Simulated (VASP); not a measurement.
Wanted: the native input for a VASP 6.6.1 run.

- Task: single point
- Functional: HSE06
- Potentials or basis: VASP PAW PBE potentials, release 64 (Mo_sv, S)
- Cutoff: 520 eV
- k mesh: 6 × 6 × 2
- Occupations: fermi-dirac, width 0.05 eV
- Spin: no spin polarisation
- Dipole correction: no
- Grid for exact exchange (PRECFOCK): Normal
- Further INCAR settings: ALGO = Normal; EDIFF = 1e-07; NBANDS = 20
- Screening parameter: 0.2079 1/Å

The system is MoS2, a slab with vacuum.

```
Mo S
1.0
     3.18413    0.00000    0.00000
    -1.59206    2.75753    0.00000
     0.00000    0.00000   17.33460
Mo S
1 2
Direct
  0.00000 0.00000 0.00000
  0.33333 0.66667 0.91051
  0.33333 0.66667 0.08949
```

The input as run:

POSCAR

```
MoS2
1.0
    3.1841260822      0.0000000000      0.0000000000
   -1.5920630411      2.7575340760      0.0000000000
    0.0000000000      0.0000000000     17.3345999500
Mo S
1 2
Direct
    0.0000000000      0.0000000000      0.0000000000
    0.3333333333      0.6666666667      0.9105070200
    0.3333333333      0.6666666667      0.0894929800
```

INCAR.step1

```
SYSTEM = MoS2
PREC = Accurate
ENCUT = 520
EDIFF = 1E-5
ISMEAR = -1
SIGMA = 0.05
LREAL = .FALSE.
LASPH = .TRUE.
NELM = 80
ALGO = Normal
ISIF = 2
LWAVE = .TRUE.
NBANDS = 20
GGA = PE
KPAR = 4
```

INCAR.step2

```
SYSTEM = MoS2
PREC = Accurate
ENCUT = 520
EDIFF = 1E-7
ISMEAR = -1
SIGMA = 0.05
LREAL = .FALSE.
LASPH = .TRUE.
NELM = 80
ALGO = Normal
ISIF = 2
LWAVE = .FALSE.
LCHARG = .TRUE.
GGA = PE
LHFCALC = .TRUE.
HFSCREEN = 0.2079
PRECFOCK = Normal
LVHAR = .TRUE.
NBANDS = 20
ISTART = 1
KPAR = 4
```

KPOINTS

```
Automatic mesh
0
G
  6 6 2
  0 0 0
```

Potentials or basis: VASP PAW PBE potentials, release 64 (Mo_sv, S).

Launch:

```bash
$ cat potpaw_PBE.64/Mo_sv/POTCAR potpaw_PBE.64/S/POTCAR > POTCAR
$ cp INCAR.step1 INCAR
$ mpirun -np 4 vasp_std > vasp.out
$ cp INCAR.step2 INCAR
$ mpirun -np 4 vasp_std > vasp.out
```

Results of the run:

```
Largest force          : 0.322 eV/Å
Band gap on the k mesh : 2.11 eV, indirect (the least direct gap lies 4.2 meV higher)
```

Caveat: the PAW data sets were made with another functional, which shifts forces and pressure a little.

It took 43 min on 4 MPI ranks on Intel(R) Xeon(R) Platinum 8488C (Sapphire Rapids), on a shared host, peak memory 0.41 GiB a rank.
